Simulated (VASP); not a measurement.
# MoS2 (P-3m1) in VASP: a series of runs

MoS2 is run at these levels: PBEsol; tasks: single point.

Program: VASP 6.6.1. These are calculated values, not measurements. Logs are shortened: lines on timing, memory, paths and dates and some standing lists are left out, and cuts for length are marked.

## 1. The cell of the first run

It takes space group P-3m1 (No. 164, trigonal). The conventional cell has a = 3.139 Å, b = 3.139 Å, c = 6.318 Å, α = 90.00°, β = 90.00°, γ = 120.00°. Within 3.2 Å of Mo (site symmetry -3m) lie 6 S at 2.41 Å and 6 Mo at 3.14 Å. S (site symmetry 3m) has 3 Mo at 2.41 Å and 6 S at 3.14 Å within 3.2 Å.

## 2. Single point, PBEsol (17.97 Å³/atom)

Contents of INCAR:

```
SYSTEM = MoS2
ALGO = Normal ; EDIFF = 1E-7
ENCUT = 520 ; GGA = PS
ISIF = 2 ; ISMEAR = 0
LASPH = .True. ; LCHARG = .True.
LELF = .True. ; LREAL = .False.
LVHAR = .True. ; LWAVE = .False.
NBANDS = 20 ; NELM = 80
PREC = Accurate ; SIGMA = 0.1
```

Contents of KPOINTS:

```
k-points
0
Gamma
  18 18 8
  0 0 0
```

Contents of POSCAR:

```
MoS2
1.0
    3.1389340809      0.0000000000      0.0000000000
   -1.5694670405      2.7183966549      0.0000000000
    0.0000000000      0.0000000000      6.3175028590
Mo S
1 2
Direct
    0.0000000000      0.0000000000      0.5000000000
    0.3333333333      0.6666666667      0.2482272825
    0.6666666667      0.3333333333      0.7517727175
```

Potentials or basis: VASP PAW PBE potentials, release 64 (Mo_sv, S).

On the command line:

```bash
$ cat potpaw_PBE.64/Mo_sv/POTCAR potpaw_PBE.64/S/POTCAR > POTCAR
$ mpirun -np 1 vasp_std > vasp.out
```

OUTCAR:

```text
SYSTEM = MoS2
   EDIFF = 1E-7
   ENCUT = 520
   GGA = PS
   ISIF = 2
   ISMEAR = 0
   LASPH = .True.
   LREAL = .False.
   NELM = 80
   PREC = Accurate

 ion  position               nearest neighbor table
   1  0.000  0.000  0.500-   2 2.41   3 2.41   3 2.41   2 2.41   3 2.41   2 2.41
   2  0.333  0.667  0.248-   1 2.41   1 2.41   1 2.41
   3  0.667  0.333  0.752-   1 2.41   1 2.41   1 2.41

  LATTYP: Found a hexagonal cell.
 ALAT       =     3.1389340809
 C/A-ratio  =     2.0126268014

  Lattice vectors:

 A1 = (   3.1389340809,   0.0000000000,   0.0000000000)
 A2 = (  -1.5694670405,   2.7183966549,   0.0000000000)
 A3 = (   0.0000000000,   0.0000000000,   6.3175028590)

Analysis of symmetry for initial positions (statically):
=====================================================================
 Subroutine PRICEL returns:
 Original cell was already a primitive cell.

 Routine SETGRP: Setting up the symmetry group for a
 hexagonal supercell.

 Subroutine GETGRP returns: Found 12 space group operations
 (whereof 12 operations were pure point group operations)
 out of a pool of 24 trial point group operations.

The static configuration has the point symmetry D_3d.

Analysis of symmetry for dynamics (positions and initial velocities):
=====================================================================
 Subroutine PRICEL returns:
 Original cell was already a primitive cell.

 Routine SETGRP: Setting up the symmetry group for a
 hexagonal supercell.

 Subroutine GETGRP returns: Found 12 space group operations
 (whereof 12 operations were pure point group operations)
 out of a pool of 24 trial point group operations.

The dynamic configuration has the point symmetry D_3d.

 Subroutine INISYM returns: Found 12 space group operations
 (whereof 12 operations are pure point group operations),
 and found     1 'primitive' translations

----------------------------------------------------------------------------------------

                                     Primitive cell

  volume of cell :      53.9064

  direct lattice vectors                    reciprocal lattice vectors
     3.138934081  0.000000000  0.000000000     0.318579484  0.183931951  0.000000000
    -1.569467040  2.718396655  0.000000000     0.000000000  0.367863902  0.000000000
     0.000000000  0.000000000  6.317502859     0.000000000  0.000000000  0.158290391

  length of vectors
     3.138934081  3.138934081  6.317502859     0.367863902  0.367863902  0.158290391

  position of ions in fractional coordinates (direct lattice)
     0.000000000  0.000000000  0.500000000
     0.333333333  0.666666667  0.248227282
     0.666666667  0.333333333  0.751772718

  ion indices of the primitive-cell ions
   primitive index   ion index
                 1           1
                 2           2
                 3           3

----------------------------------------------------------------------------------------

 KPOINTS: k-points

Automatic generation of k-mesh.
 Grid dimensions read from file:
 generate k-points for:   18   18    8

 Generating k-lattice:

  Cartesian coordinates                     Fractional coordinates (reciprocal lattice)
     0.017698860  0.010218442  0.000000000     0.055555556 -0.000000000  0.000000000
     0.000000000  0.020436883  0.000000000     0.000000000  0.055555556  0.000000000
     0.000000000  0.000000000  0.019786299     0.000000000  0.000000000  0.125000000

  Length of vectors
     0.020436883  0.020436883  0.019786299

  Shift w.r.t. Gamma in fractional coordinates (k-lattice)
     0.000000000  0.000000000  0.000000000

 Subroutine IBZKPT returns following result:
 ===========================================

 Found    266 irreducible k-points:

 Following reciprocal coordinates:
            Coordinates               Weight
  0.000000  0.000000  0.000000      1.000000
  0.055556 -0.000000  0.000000      6.000000
  0.111111 -0.000000  0.000000      6.000000
  0.166667 -0.000000  0.000000      6.000000
  0.222222 -0.000000  0.000000      6.000000
  0.277778  0.000000  0.000000      6.000000
[... 16 lines left out ...]
  0.333333  0.111111  0.000000     12.000000
  0.388889  0.111111  0.000000     12.000000
 [... further k-points ...]
   k-points           NKPTS =    266   k-points in BZ     NKDIM =    266   number of bands    NBANDS=     20
   number of dos      NEDOS =    301   number of ions     NIONS =      3
   total plane-waves  NPLWV =  27648
   dimension x,y,z NGX =    24 NGY =   24 NGZ =   48
   dimension x,y,z NGXF=    48 NGYF=   48 NGZF=   96
   ions per type =               1   2
   NGX,Y,Z   is equivalent  to a cutoff of  12.71, 12.71, 12.63 a.u.
   NGXF,Y,Z  is equivalent  to a cutoff of  25.42, 25.42, 25.26 a.u.
 SYSTEM =  MoS2
   PREC   = accura    normal or accurate (medium, high low for compatibility)
   ISTART =      0    job   : 0-new  1-cont  2-samecut
   ICHARG =      2    charge: 1-file 2-atom 10-const
   ISPIN  =      1    spin polarized calculation?
   LNONCOLLINEAR =      F non collinear calculations
   LSORBIT =      F    spin-orbit coupling
   LASPH  =      T    aspherical Exc in radial PAW
   ENCUT  =  520.0 eV  38.22 Ry    6.18 a.u.   5.84  5.84 11.75*2*pi/ulx,y,z
   NELM   =     80;   NELMIN=  2; NELMDL= -5     # of ELM steps
   EDIFF  = 0.1E-06   stopping-criterion for ELM
   LREAL  =      F    real-space projection
   EDIFFG = 0.1E-05   stopping-criterion for IOM
   NSW    =      0    number of steps for IOM
   IBRION =     -1    ionic relax: 0-MD 1-quasi-New 2-CG
   NFREE  =      0    steps in history (QN), initial steepest desc. (CG)
   ISIF   =      2    stress and relaxation
   ISYM   =      2    0-nonsym 1-usesym 2-fastsym
   POTIM  = 0.5000    time-step for ionic-motion
   TEBEG  =    0.0;   TEEND  =   0.0 temperature during run
   PSTRESS=    0.0 pullay stress
   NELECT =      26.0000    total number of electrons
   NUPDOWN=      -1.0000    fix difference up-down
   EMIN   =  10.00;   EMAX   =-10.00  energy-range for DOS
   EFERMI =   0.00;   METHOD = LEGACY
   ISMEAR =     0;   SIGMA  =   0.10  broadening in eV -4-tet -1-fermi 0-gaus
   EFERMI_NEDOS =   21; number of points for ismear=-14 and -15
   IALGO  =     38    algorithm
   IMIX   =      4    mixing-type and parameters
     AMIX     =   0.40;   BMIX     =  1.00
     AMIX_MAG =   1.60;   BMIX_MAG =  1.00
  volume/ion in A,a.u.               =      17.97       121.26
  Fermi-wavevector in a.u.,A,eV,Ry     =   1.283864  2.426152 22.426586  1.648308
  Thomas-Fermi vector in A             =   2.416092
   LORBIT       =      0    0 simple, 1 ext, 2 COOP (PROOUT), +10 PAW based schemes
   GGA     = PS    functional components
   LHFCALC =     F    Hartree Fock is set to
   AEXX    =    0.0000 exact exchange contribution
   IVDW    =     0    specifies the selected vdW correction
   LEPSILON=     F    determine dielectric tensor
   LRPA    =     F    only Hartree local field effects (RPA)
 non-spin polarized calculation
 Gauss-broadening in eV      SIGMA  =   0.10
  energy-cutoff  :      520.00
  volume of cell :       53.91
 maximum number of plane-waves:      1476
   NGX = 11   NGY = 11   NGZ = 23

 number of electron      26.0000003 magnetization

 Free energy of the ion-electron system (eV)
  ---------------------------------------------------
  ext. energy  EPLUGINS =         0.00000000
  ---------------------------------------------------
  free energy    TOTEN  =       -22.61701100 eV

  energy without entropy =      -22.61061624  energy(sigma->0) =      -22.61381362

 E-fermi :   7.5636     XC(G=0): -10.9447

 val. band max:        7.5550916548   @ k =   0.0556  -0.0000   0.0000
 cond. band min:       7.5862440767   @ k =   0.0000   0.0556   0.1250
 fundamental gap:      0.0311524219
 Fermi energy:         7.5636309291

 k-point     1 :       0.0000    0.0000    0.0000
  band No.  band energies     occupation
      1     -54.1029      2.00000
      2     -28.2309      2.00000
      3     -28.0796      2.00000
      4     -28.0796      2.00000
      5      -7.5745      2.00000
      6      -6.1093      2.00000
[... 12 lines left out ...]
     19      13.9780      0.00000
     20      17.2895      0.00000

 k-point     2 :       0.0556   -0.0000    0.0000
  band No.  band energies     occupation
      1     -54.1016      2.00000
      2     -28.2283      2.00000
      3     -28.0929      2.00000
      4     -28.0826      2.00000
      5      -7.5229      2.00000
      6      -6.0941      2.00000
[... 12 lines left out ...]
     19      14.1511      0.00000
     20      17.0347      0.00000

 k-point     3 :       0.1111   -0.0000    0.0000
  band No.  band energies     occupation
      1     -54.0976      2.00000
      2     -28.2208      2.00000
      3     -28.1310      2.00000
      4     -28.0913      2.00000
      5      -7.3712      2.00000
      6      -6.0494      2.00000
[... 12 lines left out ...]
     19      14.7616      0.00000
     20      16.7302      0.00000

 k-point     4 :       0.1667   -0.0000    0.0000
  band No.  band energies     occupation
      1     -54.0916      2.00000
      2     -28.2095      2.00000
      3     -28.1887      2.00000
      4     -28.1046      2.00000
      5      -7.1286      2.00000
      6      -5.9787      2.00000
[... 12 lines left out ...]
     19      15.3689      0.00000
     20      16.5992      0.00000

 k-point     5 :       0.2222   -0.0000    0.0000
  band No.  band energies     occupation
      1     -54.0842      2.00000
      2     -28.2595      2.00000
      3     -28.1948      2.00000
      4     -28.1208      2.00000
      5      -6.8126      2.00000
      6      -5.8855      2.00000
[... 12 lines left out ...]
     19      15.3876      0.00000
     20      16.2724      0.00000
[... 353 lines left out ...]
      6      -5.7414      2.00000
[... 12 lines left out ...]
     19      15.4064      0.00000
     20      16.0025      0.00000

 k-point    22 :       0.2778    0.1111    0.0000
  band No.  band energies     occupation
      1     -54.0669      2.00000
      2     -28.4004      2.00000
      3     -28.1800      2.00000
      4     -28.1611      2.00000
      5      -5.9939      2.00000
      6      -5.5965      2.00000
[... 12 lines left out ...]
     19      15.3031      0.00000
     20      15.4162      0.00000

 k-point    23 :       0.3333    0.1111    0.0000
  band No.  band energies     occupation
      1     -54.0612      2.00000
      2     -28.4483      2.00000
      3     -28.1963      2.00000
      4     -28.1506      2.00000
      5      -5.7783      2.00000
      6      -5.3714      2.00000
[... 12 lines left out ...]
     19      14.7283      0.00000
     20      15.4555      0.00000

 k-point    24 :       0.3889    0.1111    0.0000
  band No.  band energies     occupation
      1     -54.0575      2.00000
      2     -28.4794      2.00000
      3     -28.2072      2.00000
      4     -28.1435      2.00000
      5      -5.6856      2.00000
      6      -5.1417      2.00000
[... 12 lines left out ...]
     19      14.5445      0.00000
     20      15.6386      0.00000

 [... further k-points ...]

------------------------ aborting loop because EDIFF is reached ----------------------------------------

  FORCE on cell =-STRESS in cart. coord.  units (eV):
  Direction    XX          YY          ZZ          XY          YZ          ZX
  --------------------------------------------------------------------------------------
  -------------------------------------------------------------------------------------
  Total       -0.1809871     -0.1809871     -0.1652130      0.0000000      0.0000000     -0.0000000
  in kB       -5.3792004     -5.3792004     -4.9103712      0.0000000      0.0000000     -0.0000000
  external PRESSURE =      -5.2229240 kB  Pullay stress =       0.0000000 kB

 VOLUME and BASIS-vectors are now :
 -----------------------------------------------------------------------------
  energy-cutoff  :      520.00
  volume of cell :       53.91
      direct lattice vectors                 reciprocal lattice vectors
     3.138934081  0.000000000  0.000000000     0.318579484  0.183931951  0.000000000
    -1.569467040  2.718396655  0.000000000     0.000000000  0.367863902  0.000000000
     0.000000000  0.000000000  6.317502859     0.000000000  0.000000000  0.158290391

 POSITION                                       TOTAL-FORCE (eV/Angst)
 -----------------------------------------------------------------------------------
      0.00000      0.00000      3.15875        -0.000000      0.000000      0.000000
     -0.00000      1.81226      1.56818         0.000000      0.000000      0.001006
      1.56947      0.90613      4.74933        -0.000000     -0.000000     -0.001006
 -----------------------------------------------------------------------------------
    total drift:                               -0.000000     -0.000000      0.000000

  FREE ENERGIE OF THE ION-ELECTRON SYSTEM (eV)
  ---------------------------------------------------
  free  energy   TOTEN  =       -22.6170110049 eV

  energy  without entropy=      -22.6106162377  energy(sigma->0) =      -22.61381362
```

Run time: 1.9 min. Hardware: 1 thread of Intel Xeon 6975P-C (Granite Rapids), shared host; peak memory 0.36 GiB.

Results:

```yaml
Free_energy: -22.6170 eV
Pressure: -0.5 GPa
Band_gap_on_the_k_mesh: zero (bands 13 and 14 overlap by 0.93 eV)
```

Caveat: the PAW data sets were made with another functional, which shifts forces and pressure a little; this functional lacks dispersion, which binds the layers, so the pressure and a relaxed spacing across them are unreliable.

## 3. Single point, PBEsol (18.49 Å³/atom)

This run uses another cell than the first one, of 18.49 Å³/atom.

Contents of INCAR:

```
PREC = Accurate ; ENCUT = 520
EDIFF = 1E-6 ; ISMEAR = 0
SIGMA = 0.1 ; LREAL = False
LASPH = True ; NELM = 80
ALGO = Normal ; ISIF = 2
LWAVE = False ; LCHARG = True
GGA = PS ; LELF = True
LVHAR = True ; NBANDS = 20
```

Contents of KPOINTS:

```
Automatic mesh
0
Gamma
  18 18 8
```

Contents of POSCAR:

```
MoS2
1.0
    3.1355877345      0.0000000000      0.0000000000
   -1.5677938672      2.7154986339      0.0000000000
    0.0000000000      0.0000000000      6.5153922154
Mo S
1 2
Direct
    0.0000000000      0.0000000000      0.5000000000
    0.3333333333      0.6666666667      0.2553515689
    0.6666666667      0.3333333333      0.7446484311
```

Potentials or basis: VASP PAW PBE potentials, release 64 (Mo_sv, S).

On the command line:

```bash
$ cat potpaw_PBE.64/Mo_sv/POTCAR potpaw_PBE.64/S/POTCAR > POTCAR
$ mpirun -np 1 vasp_std > vasp.out
```

It took 1.8 min on 1 thread of Intel Xeon 6975P-C (Granite Rapids), shared host; peak memory 0.37 GiB.

The run converged. Its results:

- Free energy: -22.6116 eV
- Pressure: -0.7 GPa
- Band gap on the k mesh: zero (bands 13 and 14 overlap by 0.86 eV)

Levels at points of the mesh, in eV from the Fermi level:
```tsv
k point	band 9	band 10	band 11	band 12	band 13	band 14	band 15	band 16	band 17	band 18
(0.00, 0.00, 0.00)	-3.82	-2.27	-1.56	-0.90	-0.90	-0.05	-0.05	3.24	3.24	6.20
(0.50, 0.00, 0.00)	-5.02	-4.03	-3.22	-2.09	-1.59	1.27	1.82	3.59	3.90	5.36
(0.00, 0.00, 0.50)	-3.81	-3.81	-0.90	-0.90	-0.54	-0.10	-0.10	3.35	3.35	6.08
(0.50, 0.00, 0.50)	-5.05	-4.07	-2.55	-2.46	-1.47	1.27	1.93	3.32	4.33	4.81
```

Caveat: the PAW data sets were made with another functional, which shifts forces and pressure a little; this functional lacks dispersion, which binds the layers, so the pressure and a relaxed spacing across them are unreliable.
